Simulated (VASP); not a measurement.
# HCl in VASP: a series of runs

HCl is run at these levels: r2SCAN; tasks: single point, relaxation of cell and atoms.

Everything below comes from runs of VASP 6.6.1. Logs are shortened: lines on timing, memory, paths and dates and some standing lists are left out, and cuts for length are marked.

## Step 1: The cell of the first run

It takes space group R-3m (No. 166, trigonal). The conventional cell has a = 3.183 Å, b = 3.183 Å, c = 7.891 Å, α = 90.00°, β = 90.00°, γ = 120.00°. H (site symmetry -3m) has 6 Cl at 2.26 Å within 3.0 Å. Cl (site symmetry -3m) has 6 H at 2.26 Å within 3.0 Å.

## Step 2: Single point, r2SCAN

Input file POSCAR:

```
HCl
1.0
    0.0181785173      2.2689677032      2.2689677032
    2.2689677032      0.0181785173      2.2689677032
    2.2689677032      2.2689677032      0.0181785173
H Cl
1 1
Direct
    0.0000000000      0.0000000000      0.0000000000
    0.5000000000      0.5000000000      0.5000000000
```

Input file INCAR.step1:

```
SYSTEM = HCl
PREC     = Accurate       ! precision mode
ENCUT    = 520            ! plane-wave cutoff, eV
ISMEAR   = 1              ! smearing method
SIGMA    = 0.001          ! smearing width, eV
LREAL    = .False.        ! projectors in reciprocal space
LASPH    = .True.         ! aspherical terms in the spheres
NELM     = 60             ! most SCF steps
ISYM     = 0            
NBANDS   = 11             ! bands
GGA      = PE             ! functional
ALGO     = Normal         ! electronic algorithm
EDIFF    = 1E-4           ! SCF threshold, eV
LWAVE    = .True.         ! write WAVECAR
LCHARG   = .False.        ! write CHGCAR
```

Input file INCAR.step2:

```
SYSTEM = HCl
PREC     = Accurate       ! precision mode
ENCUT    = 520            ! plane-wave cutoff, eV
EDIFF    = 1E-6           ! SCF threshold, eV
ISMEAR   = 1              ! smearing method
SIGMA    = 0.001          ! smearing width, eV
LREAL    = .False.        ! projectors in reciprocal space
LASPH    = .True.         ! aspherical terms in the spheres
NELM     = 60             ! most SCF steps
ALGO     = Normal         ! electronic algorithm
ISIF     = 2              ! what is computed and relaxed
LWAVE    = .False.        ! write WAVECAR
LCHARG   = .False.        ! write CHGCAR
METAGGA  = R2SCAN         ! meta-GGA
LMIXTAU  = .True.       
ISYM     = 0            
NBANDS   = 11             ! bands
ISTART   = 1
```

Input file KPOINTS:

```
Automatic mesh
0
Gamma
  6 6 6
  0.5 0.5 0.5
```

Potentials or basis: VASP PAW PBE potentials, release 64 (H, Cl).

The run is started by

```
$ cat potpaw_PBE.64/H/POTCAR potpaw_PBE.64/Cl/POTCAR > POTCAR
$ cp INCAR.step1 INCAR
$ mpirun -np 1 vasp_std > vasp.out
$ cp INCAR.step2 INCAR
$ mpirun -np 1 vasp_std > vasp.out
```

OUTCAR:

```text
SYSTEM = HCl
   PREC = Accurate
   ENCUT = 520
   EDIFF = 1E-6
   ISMEAR = 1
   LREAL = .False.
   LASPH = .True.
   NELM = 60
   ISIF = 2
   METAGGA = R2SCAN
   ISYM = 0
   ISTART = 1

 ion  position               nearest neighbor table
   1  0.000  0.000  0.000-
   2  0.500  0.500  0.500-

IMPORTANT INFORMATION: All symmetrisations will be switched off!
NOSYMM: (Re-)initialisation of all symmetry stuff for point group C_1.

----------------------------------------------------------------------------------------

                                     Primitive cell

  volume of cell :      23.0815

  direct lattice vectors                    reciprocal lattice vectors
     0.018178517  2.268967703  2.268967703    -0.223030643  0.221257968  0.221257968
     2.268967703  0.018178517  2.268967703     0.221257968 -0.223030643  0.221257968
     2.268967703  2.268967703  0.018178517     0.221257968  0.221257968 -0.223030643

  length of vectors
     3.208856390  3.208856390  3.208856390     0.384256222  0.384256222  0.384256222

  position of ions in fractional coordinates (direct lattice)
     0.000000000  0.000000000  0.000000000
     0.500000000  0.500000000  0.500000000

  ion indices of the primitive-cell ions
   primitive index   ion index
                 1           1
                 2           2

----------------------------------------------------------------------------------------

 KPOINTS: Automatic mesh

Automatic generation of k-mesh.
 Grid dimensions read from file:
 generate k-points for:    6    6    6

 Generating k-lattice:

  Cartesian coordinates                     Fractional coordinates (reciprocal lattice)
    -0.037171774  0.036876328  0.036876328     0.166666667 -0.000000000 -0.000000000
     0.036876328 -0.037171774  0.036876328    -0.000000000  0.166666667 -0.000000000
     0.036876328  0.036876328 -0.037171774    -0.000000000 -0.000000000  0.166666667

  Length of vectors
     0.064042704  0.064042704  0.064042704

  Shift w.r.t. Gamma in fractional coordinates (k-lattice)
     0.500000000  0.500000000  0.500000000

 Subroutine IBZKPT returns following result:
 ===========================================

 Found    108 irreducible k-points:

 Following reciprocal coordinates:
            Coordinates               Weight
  0.083333  0.083333  0.083333      2.000000
  0.250000  0.083333  0.083333      2.000000
  0.083333  0.250000  0.083333      2.000000
  0.083333  0.083333  0.250000      2.000000
  0.416667  0.083333  0.083333      2.000000
  0.083333  0.416667  0.083333      2.000000
[... 16 lines left out ...]
 -0.250000 -0.416667 -0.083333      2.000000
[... 24 lines left out ...]
   IBRION =     -1    ionic relax: 0-MD 1-quasi-New 2-CG
   NFREE  =      0    steps in history (QN), initial steepest desc. (CG)
   ISIF   =      2    stress and relaxation
   ISYM   =      0    0-nonsym 1-usesym 2-fastsym
   POTIM  = 0.5000    time-step for ionic-motion
   TEBEG  =    0.0;   TEEND  =   0.0 temperature during run
   PSTRESS=    0.0 pullay stress
   NELECT =       8.0000    total number of electrons
   NUPDOWN=      -1.0000    fix difference up-down
   EMIN   =  10.00;   EMAX   =-10.00  energy-range for DOS
   EFERMI =   0.00;   METHOD = LEGACY
   ISMEAR =     1;   SIGMA  =   0.00  broadening in eV -4-tet -1-fermi 0-gaus
   EFERMI_NEDOS =   21; number of points for ismear=-14 and -15
   IALGO  =     38    algorithm
   IMIX   =      4    mixing-type and parameters
     AMIX     =   0.40;   BMIX     =  1.00
     AMIX_MAG =   1.60;   BMIX_MAG =  1.00
  volume/ion in A,a.u.               =      11.54        77.88
  Fermi-wavevector in a.u.,A,eV,Ry     =   1.149962  2.173113 17.992510  1.322412
  Thomas-Fermi vector in A             =   2.286628
   LORBIT       =      0    0 simple, 1 ext, 2 COOP (PROOUT), +10 PAW based schemes
   METAGGA = R2SCAN    functional components
   LHFCALC =     F    Hartree Fock is set to
   AEXX    =    0.0000 exact exchange contribution
   IVDW    =     0    specifies the selected vdW correction
   LEPSILON=     F    determine dielectric tensor
   LRPA    =     F    only Hartree local field effects (RPA)
 non-spin polarized calculation
 Methfessel and Paxton  Order N= 1 SIGMA  =   0.00
  energy-cutoff  :      520.00
  volume of cell :       23.08
 maximum number of plane-waves:       629
   NGX = 11   NGY = 11   NGZ = 11

 number of electron       7.9999998 magnetization

 Free energy of the ion-electron system (eV)
  ---------------------------------------------------
  ext. energy  EPLUGINS =         0.00000000
  ---------------------------------------------------
  free energy    TOTEN  =        -8.01557189 eV

  energy without entropy =       -8.01556508  energy(sigma->0) =       -8.01556962

 E-fermi :   2.3966     XC(G=0): -10.6216

 val. band max:        2.3964943558   @ k =   0.2500   0.0833   0.0833
 cond. band min:       2.4494696203   @ k =   0.0833   0.0833   0.0833
 fundamental gap:      0.0529752645
 Fermi energy:         2.3966052849

 k-point     1 :       0.0833    0.0833    0.0833
  band No.  band energies     occupation
      1     -13.9659      2.00000
      2       1.3525      2.00000
      3       2.4495      0.00000
      4       2.4497      0.00000
      5       4.4370      0.00000
      6      15.4948      0.00000
      7      16.2259      0.00000
      8      16.2260      0.00000
      9      19.0524      0.00000
     10      19.0524      0.00000
     11      19.6451      0.00000
[... 309 lines left out ...]
 k-point    24 :       0.2500    0.0833    0.4167
  band No.  band energies     occupation
      1     -12.5583      2.00000
      2      -2.3191      2.00000
      3       0.8062      2.00000
      4       1.4409      2.00000
      5       5.1298      0.00000
      6      13.4478      0.00000
      7      15.4200      0.00000
      8      17.0077      0.00000
      9      19.0615      0.00000
     10      21.8435      0.00000
     11      23.5580      0.00000

 [... further k-points ...]
[... 5 lines left out ...]
  --------------------------------------------------------------------------------------
  -------------------------------------------------------------------------------------
  Total       -0.0397003     -0.0345431     -0.0362624     -0.0001344      0.0012196     -0.0001793
  in kB       -2.7557527     -2.3977726     -2.5171129     -0.0093288      0.0846575     -0.0124476
  external PRESSURE =      -2.5568794 kB  Pullay stress =       0.0000000 kB

 VOLUME and BASIS-vectors are now :
 -----------------------------------------------------------------------------
  energy-cutoff  :      520.00
  volume of cell :       23.08
      direct lattice vectors                 reciprocal lattice vectors
     0.018178517  2.268967703  2.268967703    -0.223030643  0.221257968  0.221257968
     2.268967703  0.018178517  2.268967703     0.221257968 -0.223030643  0.221257968
     2.268967703  2.268967703  0.018178517     0.221257968  0.221257968 -0.223030643

 POSITION                                       TOTAL-FORCE (eV/Angst)
 -----------------------------------------------------------------------------------
      0.00000      0.00000      0.00000        -0.000000      0.000000     -0.000000
      2.27806      2.27806      2.27806         0.000000     -0.000000      0.000000
 -----------------------------------------------------------------------------------
    total drift:                                0.000000     -0.000000      0.000000

  FREE ENERGIE OF THE ION-ELECTRON SYSTEM (eV)
  ---------------------------------------------------
  free  energy   TOTEN  =        -8.0155718905 eV

  energy  without entropy=       -8.0155650775  energy(sigma->0) =       -8.01556962
```

OSZICAR.step1:

```text
N       E                     dE             d eps       ncg     rms          rms(c)
DAV:   1     0.261033036372E+02    0.26103E+02   -0.36057E+03  2424   0.608E+02
DAV:   2    -0.275489730035E+01   -0.28858E+02   -0.27297E+02  3071   0.113E+02
DAV:   3    -0.385821801455E+01   -0.11033E+01   -0.10774E+01  2924   0.225E+01
DAV:   4    -0.386315092061E+01   -0.49329E-02   -0.49326E-02  2711   0.178E+00
DAV:   5    -0.386317981571E+01   -0.28895E-04   -0.28895E-04  2939   0.131E-01    0.492E+00
DAV:   6    -0.370072612433E+01    0.16245E+00   -0.64483E-01  2544   0.248E+00    0.303E+00
DAV:   7    -0.369937285351E+01    0.13533E-02   -0.10760E-02  2820   0.563E-01    0.156E+00
DAV:   8    -0.369945643582E+01   -0.83582E-04   -0.29899E-03  2588   0.341E-01    0.123E-01
DAV:   9    -0.369947636605E+01   -0.19930E-04   -0.42356E-05  1869   0.466E-02
   1 F= -.36994764E+01 E0= -.36994741E+01  d E =-.687046E-05
```

Run time: 76 s. Hardware: 1 thread of Intel Xeon Platinum 8488C (Sapphire Rapids), shared host; peak memory 0.15 GiB.

Results:

```yaml
Free_energy: -8.0156 eV
Pressure: -0.3 GPa
Band_gap_on_the_k_mesh: zero (band 4 reaches 2.45 eV, above the bottom of band 5 at 2.22 eV)
```

Levels at points of the mesh, in eV from the Fermi level:
| k point | band 1 | band 2 | band 3 | band 4 | band 5 | band 6 | band 7 | band 8 |
| --- | --- | --- | --- | --- | --- | --- | --- | --- |
| (0.08, 0.08, 0.08) | -16.36 | -1.04 | 0.05 | 0.05 | 2.04 | 13.10 | 13.83 | 13.83 |

Caveat: the k points lie up to 0.40 Å⁻¹ apart; the PAW data sets were made with another functional, which shifts forces and pressure a little.

[end of part 1 of 2]
